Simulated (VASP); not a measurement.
# GaP (rocksalt type) in VASP: notebook

GaP (rocksalt type) is run at these levels: PBE; tasks: single point, relaxation of cell and atoms.

Everything below comes from runs of VASP 6.6.1. Logs are shortened: lines on timing, memory, paths and dates and some standing lists are left out, and cuts for length are marked.

## Step 1: The cell of the first run

The structure is cubic, space group Fm-3m (No. 225). The conventional cell has a = 5.161 Å, b = 5.161 Å, c = 5.161 Å, α = 90.00°, β = 90.00°, γ = 90.00°. Ga (site symmetry m-3m) has 6 P at 2.58 Å within 3.4 Å. Within 3.4 Å of P (site symmetry m-3m) lie 6 Ga at 2.58 Å.

## Step 2: Single point, PBE

INCAR

```
SYSTEM = GaP
PREC = Accurate
ENCUT = 520
EDIFF = 1E-6
ISMEAR = -1
SIGMA = 0.05
LREAL = .FALSE.
LASPH = .TRUE.
NELM = 80
ALGO = Normal
ISIF = 2
LWAVE = .FALSE.
LCHARG = .TRUE.
GGA = PE
LELF = .TRUE.
LVHAR = .TRUE.
NBANDS = 16
```

KPOINTS

```
regular mesh
0
G
  12 12 12
  0 0 0
```

POSCAR

```
GaP
1.0
    0.0000000000      2.5804676421      2.5804676421
    2.5804676421      0.0000000000      2.5804676421
    2.5804676421      2.5804676421      0.0000000000
Ga P
1 1
Direct
    0.0000000000      0.0000000000      0.0000000000
    0.5000000000      0.5000000000      0.5000000000
```

Potentials or basis: VASP PAW PBE potentials, release 64 (Ga_d, P).

Run with:

```sh
$ cat potpaw_PBE.64/Ga_d/POTCAR potpaw_PBE.64/P/POTCAR > POTCAR
$ mpirun -np 1 vasp_std > vasp.out
```

OUTCAR:

```text
SYSTEM = GaP
   PREC = Accurate
   ENCUT = 520
   EDIFF = 1E-6
   ISMEAR = -1
   LREAL = .FALSE.
   LASPH = .TRUE.
   NELM = 80
   ISIF = 2
   GGA = PE

 ion  position               nearest neighbor table
   1  0.000  0.000  0.000-   2 2.58   2 2.58   2 2.58   2 2.58   2 2.58   2 2.58
   2  0.500  0.500  0.500-   1 2.58   1 2.58   1 2.58   1 2.58   1 2.58   1 2.58

  LATTYP: Found a face centered cubic cell.
 ALAT       =     5.1609352842

  Lattice vectors:

 A1 = (   0.0000000000,   2.5804676421,   2.5804676421)
 A2 = (   2.5804676421,   0.0000000000,   2.5804676421)
 A3 = (   2.5804676421,   2.5804676421,   0.0000000000)

Analysis of symmetry for initial positions (statically):
=====================================================================
 Subroutine PRICEL returns:
 Original cell was already a primitive cell.

 Routine SETGRP: Setting up the symmetry group for a
 face centered cubic supercell.

 Subroutine GETGRP returns: Found 48 space group operations
 (whereof 48 operations were pure point group operations)
 out of a pool of 48 trial point group operations.

The static configuration has the point symmetry O_h .

Analysis of symmetry for dynamics (positions and initial velocities):
=====================================================================
 Subroutine PRICEL returns:
 Original cell was already a primitive cell.

 Routine SETGRP: Setting up the symmetry group for a
 face centered cubic supercell.

 Subroutine GETGRP returns: Found 48 space group operations
 (whereof 48 operations were pure point group operations)
 out of a pool of 48 trial point group operations.

The dynamic configuration has the point symmetry O_h .

 Subroutine INISYM returns: Found 48 space group operations
 (whereof 48 operations are pure point group operations),
 and found     1 'primitive' translations

----------------------------------------------------------------------------------------

                                     Primitive cell

  volume of cell :      34.3657

  direct lattice vectors                    reciprocal lattice vectors
     0.000000000  2.580467642  2.580467642    -0.193763329  0.193763329  0.193763329
     2.580467642  0.000000000  2.580467642     0.193763329 -0.193763329  0.193763329
     2.580467642  2.580467642  0.000000000     0.193763329  0.193763329 -0.193763329

  length of vectors
     3.649332337  3.649332337  3.649332337     0.335607930  0.335607930  0.335607930

  position of ions in fractional coordinates (direct lattice)
     0.000000000  0.000000000  0.000000000
     0.500000000  0.500000000  0.500000000

  ion indices of the primitive-cell ions
   primitive index   ion index
                 1           1
                 2           2

----------------------------------------------------------------------------------------

 KPOINTS: regular mesh

Automatic generation of k-mesh.
 Grid dimensions read from file:
 generate k-points for:   12   12   12

 Generating k-lattice:

  Cartesian coordinates                     Fractional coordinates (reciprocal lattice)
    -0.016146944  0.016146944  0.016146944     0.083333333  0.000000000  0.000000000
     0.016146944 -0.016146944  0.016146944     0.000000000  0.083333333  0.000000000
     0.016146944  0.016146944 -0.016146944     0.000000000  0.000000000  0.083333333

  Length of vectors
     0.027967327  0.027967327  0.027967327

  Shift w.r.t. Gamma in fractional coordinates (k-lattice)
     0.000000000  0.000000000  0.000000000

 Subroutine IBZKPT returns following result:
 ===========================================

 Found     72 irreducible k-points:

 Following reciprocal coordinates:
            Coordinates               Weight
  0.000000  0.000000  0.000000      1.000000
  0.083333  0.000000  0.000000      8.000000
  0.166667  0.000000  0.000000      8.000000
  0.250000  0.000000  0.000000      8.000000
  0.333333  0.000000  0.000000      8.000000
  0.416667  0.000000  0.000000      8.000000
[... 16 lines left out ...]
  0.500000  0.166667  0.000000     24.000000
 -0.416667  0.166667  0.000000     24.000000
 [... further k-points ...]
   k-points           NKPTS =     72   k-points in BZ     NKDIM =     72   number of bands    NBANDS=     16
   number of dos      NEDOS =    301   number of ions     NIONS =      2
   total plane-waves  NPLWV =  21952
   dimension x,y,z NGX =    28 NGY =   28 NGZ =   28
   dimension x,y,z NGXF=    56 NGYF=   56 NGZF=   56
   ions per type =               1   1
   NGX,Y,Z   is equivalent  to a cutoff of  12.76, 12.76, 12.76 a.u.
   NGXF,Y,Z  is equivalent  to a cutoff of  25.51, 25.51, 25.51 a.u.
 SYSTEM =  GaP
   PREC   = accura    normal or accurate (medium, high low for compatibility)
   ISTART =      0    job   : 0-new  1-cont  2-samecut
   ICHARG =      2    charge: 1-file 2-atom 10-const
   ISPIN  =      1    spin polarized calculation?
   LNONCOLLINEAR =      F non collinear calculations
   LSORBIT =      F    spin-orbit coupling
   LASPH  =      T    aspherical Exc in radial PAW
   ENCUT  =  520.0 eV  38.22 Ry    6.18 a.u.   6.79  6.79  6.79*2*pi/ulx,y,z
   NELM   =     80;   NELMIN=  2; NELMDL= -5     # of ELM steps
   EDIFF  = 0.1E-05   stopping-criterion for ELM
   LREAL  =      F    real-space projection
   EDIFFG = 0.1E-04   stopping-criterion for IOM
   NSW    =      0    number of steps for IOM
   IBRION =     -1    ionic relax: 0-MD 1-quasi-New 2-CG
   NFREE  =      0    steps in history (QN), initial steepest desc. (CG)
   ISIF   =      2    stress and relaxation
   ISYM   =      2    0-nonsym 1-usesym 2-fastsym
   POTIM  = 0.5000    time-step for ionic-motion
   TEBEG  =    0.0;   TEEND  =   0.0 temperature during run
   PSTRESS=    0.0 pullay stress
   NELECT =      18.0000    total number of electrons
   NUPDOWN=      -1.0000    fix difference up-down
   EMIN   =  10.00;   EMAX   =-10.00  energy-range for DOS
   EFERMI =   0.00;   METHOD = LEGACY
   ISMEAR =    -1;   SIGMA  =   0.05  broadening in eV -4-tet -1-fermi 0-gaus
   EFERMI_NEDOS =   21; number of points for ismear=-14 and -15
   IALGO  =     38    algorithm
   IMIX   =      4    mixing-type and parameters
     AMIX     =   0.40;   BMIX     =  1.00
     AMIX_MAG =   1.60;   BMIX_MAG =  1.00
  volume/ion in A,a.u.               =      17.18       115.96
  Fermi-wavevector in a.u.,A,eV,Ry     =   1.319645  2.493768 23.694056  1.741464
  Thomas-Fermi vector in A             =   2.449529
   LORBIT       =      0    0 simple, 1 ext, 2 COOP (PROOUT), +10 PAW based schemes
   GGA     = PE    functional components
   LHFCALC =     F    Hartree Fock is set to
   AEXX    =    0.0000 exact exchange contribution
   IVDW    =     0    specifies the selected vdW correction
   LEPSILON=     F    determine dielectric tensor
   LRPA    =     F    only Hartree local field effects (RPA)
 non-spin polarized calculation
  energy-cutoff  :      520.00
  volume of cell :       34.37
 maximum number of plane-waves:       944
   NGX = 13   NGY = 13   NGZ = 13

 number of electron      18.0000009 magnetization

 Free energy of the ion-electron system (eV)
  ---------------------------------------------------
  ext. energy  EPLUGINS =         0.00000000
  ---------------------------------------------------
  free energy    TOTEN  =        -8.31286019 eV

  energy without entropy =       -8.30208138  energy(sigma->0) =       -8.30747079

 E-fermi :   6.3533     XC(G=0): -10.9621

 val. band max:        6.3350153689   @ k =   0.2500   0.1667   0.0833
 cond. band min:       6.3633064949   @ k =   0.1667   0.0000   0.0000
 fundamental gap:      0.0282911261
 Fermi energy:         6.3532857758

 k-point     1 :       0.0000    0.0000    0.0000
  band No.  band energies     occupation
      1      -8.2517      2.00000
      2      -8.2517      2.00000
      3      -8.2276      2.00000
      4      -8.2276      2.00000
      5      -8.2276      2.00000
      6      -6.7848      2.00000
[... 8 lines left out ...]
     15      15.0324      0.00000
     16      15.0324      0.00000

 k-point     2 :       0.0833    0.0000    0.0000
  band No.  band energies     occupation
      1      -8.2535      2.00000
      2      -8.2535      2.00000
      3      -8.2279      2.00000
      4      -8.2251      2.00000
      5      -8.2251      2.00000
      6      -6.6809      2.00000
[... 8 lines left out ...]
     15      14.1697      0.00000
     16      14.9880      0.00000

 k-point     3 :       0.1667    0.0000    0.0000
  band No.  band energies     occupation
      1      -8.2597      2.00000
      2      -8.2597      2.00000
      3      -8.2294      2.00000
      4      -8.2172      2.00000
      5      -8.2172      2.00000
      6      -6.3713      2.00000
[... 8 lines left out ...]
     15      14.5034      0.00000
     16      14.9322      0.00000

 k-point     4 :       0.2500    0.0000    0.0000
  band No.  band energies     occupation
      1      -8.2691      2.00000
      2      -8.2691      2.00000
      3      -8.2323      2.00000
      4      -8.2054      2.00000
      5      -8.2054      2.00000
      6      -5.8654      2.00000
[... 8 lines left out ...]
     15      15.4728      0.00000
     16      15.4728      0.00000
[... 324 lines left out ...]
 k-point    22 :       0.4167    0.1667    0.0000
  band No.  band energies     occupation
      1      -8.3297      2.00000
      2      -8.2625      2.00000
      3      -8.2350      2.00000
      4      -8.1969      2.00000
      5      -8.1809      2.00000
      6      -4.5680      2.00000
[... 8 lines left out ...]
     15      19.1064      0.00000
     16      19.5420      0.00000

 k-point    23 :       0.5000    0.1667    0.0000
  band No.  band energies     occupation
      1      -8.3297      2.00000
      2      -8.2716      2.00000
      3      -8.2317      2.00000
      4      -8.1945      2.00000
      5      -8.1774      2.00000
      6      -3.8873      2.00000
[... 8 lines left out ...]
     15      19.3398      0.00000
     16      20.3086      0.00000

 k-point    24 :      -0.4167    0.1667    0.0000
  band No.  band energies     occupation
      1      -8.3219      2.00000
      2      -8.2778      2.00000
      3      -8.2289      2.00000
      4      -8.1939      2.00000
      5      -8.1806      2.00000
      6      -3.7493      2.00000
[... 8 lines left out ...]
     15      18.0152      0.00000
     16      18.9692      0.00000

 [... further k-points ...]
[... 5 lines left out ...]
  --------------------------------------------------------------------------------------
  -------------------------------------------------------------------------------------
  Total        0.0134850      0.0134850      0.0134850     -0.0000000     -0.0000000     -0.0000000
  in kB        0.6286893      0.6286893      0.6286893     -0.0000000     -0.0000000     -0.0000000
  external PRESSURE =       0.6286893 kB  Pullay stress =       0.0000000 kB

 VOLUME and BASIS-vectors are now :
 -----------------------------------------------------------------------------
  energy-cutoff  :      520.00
  volume of cell :       34.37
      direct lattice vectors                 reciprocal lattice vectors
     0.000000000  2.580467642  2.580467642    -0.193763329  0.193763329  0.193763329
     2.580467642  0.000000000  2.580467642     0.193763329 -0.193763329  0.193763329
     2.580467642  2.580467642  0.000000000     0.193763329  0.193763329 -0.193763329

 POSITION                                       TOTAL-FORCE (eV/Angst)
 -----------------------------------------------------------------------------------
      0.00000      0.00000      0.00000        -0.000000      0.000000      0.000000
      2.58047      2.58047      2.58047         0.000000     -0.000000     -0.000000
 -----------------------------------------------------------------------------------
    total drift:                               -0.000000      0.000000      0.000000

  FREE ENERGIE OF THE ION-ELECTRON SYSTEM (eV)
  ---------------------------------------------------
  free  energy   TOTEN  =        -8.3128601903 eV

  energy  without entropy=       -8.3020813846  energy(sigma->0) =       -8.30747079
```

It took 74 s on 1 thread of Intel Xeon 8259CL, shared host; peak memory 0.18 GiB.

What came out:

```
Free energy            : -8.3129 eV
Pressure               : 0.1 GPa
Band gap on the k mesh : zero (bands 9 and 10 overlap by 3.19 eV)
```

## Step 3: Relaxation of cell and atoms, PBE

This run uses another cell than the first one, of 12.93 Å³/atom.

INCAR

```
  PREC = Accurate
  ENCUT = 600
  EDIFF = 1E-6
  ISMEAR = -1
  SIGMA = 0.05
  LREAL = F
  LASPH = T
  NELM = 60
  ALGO = Normal
  ISIF = 3
  LWAVE = F
  LCHARG = F
  GGA = PE
  IBRION = 2
  NSW = 100
  EDIFFG = -0.005
```

KPOINTS

```
Automatic mesh
0
Gamma
  12 12 12
```

POSCAR

```
GaP
1.0
    0.0000000000      2.3472160896      2.3472160896
    2.3472160896      0.0000000000      2.3472160896
    2.3472160896      2.3472160896      0.0000000000
Ga P
1 1
Direct
    0.0000000000      0.0000000000      0.0000000000
    0.5000000000      0.5000000000      0.5000000000
```

Potentials or basis: VASP PAW PBE potentials, release 64 (Ga_d, P).

Run with:

```sh
$ cat potpaw_PBE.64/Ga_d/POTCAR potpaw_PBE.64/P/POTCAR > POTCAR
$ mpirun -np 1 vasp_std > vasp.out
```

Run time: 2.5 min. Hardware: 1 thread of Intel Xeon 8259CL, shared host; peak memory 0.18 GiB.

Results (log left out):

- Free energy: -8.3112 eV
- Relaxed volume: 17.22 Å³/atom
- Relaxed cell: a = 3.652 Å, b = 3.652 Å, c = 3.652 Å, α = 60.00°, β = 60.00°, γ = 60.00°
- Space group after relaxing (to 0.1 Å): Fm-3m (No. 225)
- Energy gained by relaxing: 484.4 meV/atom
- Ionic steps: 3
- Pressure after relaxing: 0.0 GPa
- Band gap on the k mesh: zero (bands 9 and 10 overlap by 3.18 eV)

The path:
```
step  energy change (eV)  largest force (eV/Å)  pressure (GPa)  volume (Å³)
   1              0.0000                0.0000           47.24        25.86
   2             -0.5919                0.0000          -11.31        42.92
   3             -0.9688                0.0000            0.00        34.44
```

Final structure:
```
Ga P
1.0
     0.00000    2.58231    2.58231
     2.58231    0.00000    2.58231
     2.58231    2.58231    0.00000
Ga P
1 1
Direct
  0.00000 0.00000 0.00000
  0.50000 0.50000 0.50000
```

Levels at points of the mesh, in eV from the Fermi level:
```tsv
k point	band 6	band 7	band 8	band 9	band 10	band 11	band 12	band 13
(0.00, 0.00, 0.00)	-13.12	0.04	0.04	0.04	1.44	7.13	7.13	7.13
(0.50, 0.00, 0.00)	-10.38	-7.73	0.21	0.21	3.09	3.09	3.18	5.20
(0.50, 0.50, 0.00)	-9.31	-5.76	-3.10	-2.60	-2.60	3.47	10.90	10.90
```

Caveat: the volume moved by over 15 % at a fixed basis, so the end points are rough.

## Step 4: Single point, PBE (atom 2 (P) moved by [0.0, 0.0, 0.08] A)

INCAR

```
SYSTEM = GaP
  PREC = Accurate
  ENCUT = 520
  EDIFF = 1E-6
  ISMEAR = -1
  SIGMA = 0.05
  LREAL = .False.
  LASPH = .True.
  NELM = 100
  ALGO = Normal
  ISIF = 2
  LWAVE = .False.
  LCHARG = .True.
  GGA = PE
  LELF = .True.
  LVHAR = .True.
  NBANDS = 16
```

KPOINTS

```
Automatic mesh
0
Gamma
  12 12 12
  0 0 0
```

POSCAR

```
GaP
1.0
    0.0000000000      2.5804676421      2.5804676421
    2.5804676421      0.0000000000      2.5804676421
    2.5804676421      2.5804676421      0.0000000000
Ga P
1 1
Direct
    0.0000000000      0.0000000000      0.0000000000
    0.5155010663      0.5155010663      0.4844989337
```

Run with:

```sh
$ cat potpaw_PBE.64/Ga_d/POTCAR potpaw_PBE.64/P/POTCAR > POTCAR
$ mpirun -np 1 vasp_std > vasp.out
```

Run time: 2 min. Hardware: 1 thread of Intel Xeon 8259CL, shared host; peak memory 0.22 GiB.

It converged, with:

- Free energy: -8.3074 eV
- Pressure: 0.3 GPa
- Largest force: 0.141 eV/Å
- Band gap on the k mesh: zero (bands 9 and 10 overlap by 3.19 eV)

Forces in eV/Å, atoms in the order of the input:
```
Ga   0.000  0.000  0.141
P    0.000  0.000 -0.141
```

Stress tensor (GPa, compression positive):
```
-0.06  0.00  0.00
 0.00 -0.06  0.00
 0.00  0.00  0.95
```

Levels at points of the mesh, in eV from the Fermi level:
```csv
k point,band 7,band 8,band 9,band 10,band 11,band 12
"(0.00, 0.00, 0.00)",0.02,0.05,0.05,1.47,7.05,7.05
"(0.50, 0.00, 0.00)",-7.74,0.18,0.21,3.10,3.13,3.19
"(0.50, 0.50, 0.00)",-5.81,-3.05,-2.61,-2.61,3.46,10.93
"(0.00, 0.50, 0.50)",-5.77,-3.11,-2.60,-2.58,3.44,10.95
```

Caveat: the cell differs from its parent crystal (atom 2 (P) moved by [0.0, 0.0, 0.08] A).

## Step 5: Single point, PBE (xy shear strain of -2 %)

INCAR

```
SYSTEM = GaP
PREC = Accurate
ENCUT = 520
EDIFF = 1E-6
ISMEAR = -1
SIGMA = 0.05
LREAL = .FALSE.
LASPH = .TRUE.
NELM = 60
ALGO = Normal
ISIF = 2
LWAVE = .FALSE.
LCHARG = .FALSE.
GGA = PE
NBANDS = 16
```

KPOINTS

```
Automatic mesh
0
G
  12 12 12
  0 0 0
```

POSCAR

```
GaP
1.0
   -0.0258046764      2.5804676421      2.5804676421
    2.5804676421     -0.0258046764      2.5804676421
    2.5546629657      2.5546629657      0.0000000000
Ga P
1 1
Direct
    0.0000000000      0.0000000000      0.0000000000
    0.5000000000      0.5000000000      0.5000000000
```

Run with:

```sh
$ cat potpaw_PBE.64/Ga_d/POTCAR potpaw_PBE.64/P/POTCAR > POTCAR
$ mpirun -np 1 vasp_std > vasp.out
```

Run time: 2.9 min. Hardware: 1 thread of Intel Xeon 8259CL, shared host; peak memory 0.28 GiB.

It converged, with:

| Quantity | Value |
| --- | --- |
| Free energy | -8.3123 eV |
| Pressure | 0.0 GPa |
| Band gap on the k mesh | zero (bands 9 and 10 overlap by 3.27 eV) |

Stress tensor (GPa, compression positive):
```
0.02 0.34 0.00
0.34 0.02 0.00
0.00 0.00 0.10
```

Levels at points of the mesh, in eV from the Fermi level:
| k point | band 6 | band 7 | band 8 | band 9 | band 10 | band 11 | band 12 | band 13 |
| --- | --- | --- | --- | --- | --- | --- | --- | --- |
| (0.00, 0.00, 0.00) | -13.14 | -0.10 | 0.03 | 0.17 | 1.45 | 6.96 | 7.14 | 7.30 |
| (0.50, 0.00, 0.00) | -10.43 | -7.79 | 0.22 | 0.29 | 3.06 | 3.22 | 3.31 | 5.31 |
| (0.50, 0.50, 0.00) | -9.32 | -5.77 | -3.10 | -2.77 | -2.45 | 3.47 | 10.89 | 10.96 |
| (0.00, 0.00, 0.50) | -10.35 | -7.70 | 0.12 | 0.18 | 2.95 | 2.99 | 3.17 | 5.11 |
| (0.50, 0.00, 0.50) | -9.32 | -5.77 | -3.09 | -2.61 | -2.61 | 3.46 | 10.89 | 10.92 |

Caveat: the cell differs from its parent crystal (xy shear strain of -2 %).

## Step 6: Overview

| task | cell | cutoff (eV) | gap on the mesh (eV) | pressure (GPa) |
| --- | --- | --- | --- | --- |
| single point | a = 3.649 Å, angles 60.0°, 2 atoms, atomic positions A | 520 | none | 0.1 |
| relaxation of cell and atoms | relaxed from a = 3.319 Å, angles 60.0°, 2 atoms, atomic positions A | 600 | none | 0.0 |
| single point | a = 3.649 Å, angles 60.0°, 2 atoms, atomic positions B | 520 | none | 0.3 |
| single point | a = 3.649, b = 3.649, c = 3.613 Å, angles 60.3, 60.3, 60.7°, 2 atoms, atomic positions A | 520 | none | 0.0 |

Alike in all rows: level PBE; potentials or basis VASP PAW PBE potentials, release 64 (Ga_d, P); no spin polarisation; k mesh 12 × 12 × 12; smearing fermi-dirac 0.05 eV.

Caveats: the volume moved by over 15 % at a fixed basis, so the end points are rough (at least some runs).

Total energies depend on the potentials used, so only differences within one code and one set of settings carry meaning.
